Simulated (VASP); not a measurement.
Zr, 1 atom in the cell. The cell holds a wire or tube with vacuum around it, 1 atom: a = 7.871 Å, b = 3.520 Å, c = 16.000 Å, α = 90.00°, β = 90.00°, γ = 90.00°. 

* Program: VASP 6.6.1
* Task: single point
* Functional: PBEsol
* Potentials or basis: VASP PAW PBE potentials, release 64 (Zr_sv)
* Cutoff: 520 eV
* k mesh: 5 × 10 × 1
* Occupations: fermi-dirac, width 0.05 eV
* Spin: no spin polarisation
* Hubbard terms: Zr d U = 1.0 eV
* Dipole correction: yes
* Further INCAR settings: ALGO = Normal; EDIFF = 1e-06; NBANDS = 12

Potentials or basis: VASP PAW PBE potentials, release 64 (Zr_sv).

Launch:

```console
$ cat potpaw_PBE.64/Zr_sv/POTCAR > POTCAR
$ mpirun -np 1 vasp_std > vasp.out
```

Hardware: 1 thread of Intel Xeon 8259CL, on a shared host.

**Question.** How long does it take, and how much memory?

**Answer.** It took 3.3 min on 1 thread of Intel Xeon 8259CL (shared host), peak memory 0.47 GiB. Counts: scf iterations 20, k points 18.
